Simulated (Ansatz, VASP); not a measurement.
ZnSnN2: VASP beside Ansatz

The input INCAR:

```
ALGO = Normal
EDIFF = 1E-6
ENCUT = 520
GGA = PE
ISIF = 2
ISMEAR = -1
LASPH = True
LCHARG = True
LELF = True
LREAL = False
LVHAR = True
LWAVE = False
NBANDS = 26
NELM = 100
PREC = Accurate
SIGMA = 0.02
```

The input KPOINTS:

```
k-points
0
Gamma
  6 6 4
```

The input POSCAR:

```
ZnSnN2
1.0
    3.4806162616      0.0000000000      0.0000000000
    0.0000000000      3.4806162616      0.0000000000
    0.0000000000      0.0000000000      4.8576595754
Zn N Sn
1 2 1
Direct
    0.0000000000      0.0000000000      0.0000000000
    0.0000000000      0.5000000000      0.2443005681
    0.5000000000      0.0000000000      0.7556994319
    0.5000000000      0.5000000000      0.5000000000
```

Input for Ansatz:

```yaml
crystal:
  lattice:
    - [3.4806162616, 0.0, 0.0]
    - [0.0, 3.4806162616, 0.0]
    - [0.0, 0.0, 4.8576595754]
  atoms:
    - { symbol: Zn, position: [0.0, 0.0, 0.0] }
    - { symbol: "N", position: [0.0, 0.5, 0.2443005681] }
    - { symbol: Sn, position: [0.5, 0.5, 0.5] }
    - { symbol: "N", position: [0.5, 0.0, 0.7556994319] }
kpoints:
  mp_grid: { grid: [6, 6, 4] }
hamiltonian:
  xc: pbe
scf:
  occupations: { method: fermi_dirac, width: 0.02 }
  n_extra_bands: 5
output:
  forces: true
  stress: true
  eigenvalues: true
```

Alike in both runs: task single point; functional PBE; k mesh 6 × 6 × 4; occupations fermi-dirac, width 0.02 eV; no spin polarisation.

|  | VASP | Ansatz |
| --- | --- | --- |
| version | VASP 6.6.1 | Ansatz 0.2.0 |
| potentials or method | VASP PAW PBE potentials, release 64 (Zn, N, Sn_d) | plane waves, PAW |
| plane-wave cutoff (eV) | 520 | 420 |
| valence electrons in the cell | 36 | 36 |

|  | VASP | Ansatz | Ansatz less VASP |
| --- | --- | --- | --- |
| pressure (GPa) | -6.7 | -7.0 | -0.29 |
| rms of the force components (eV/Å) | 0.067 | 0.063 | -0.0042 |
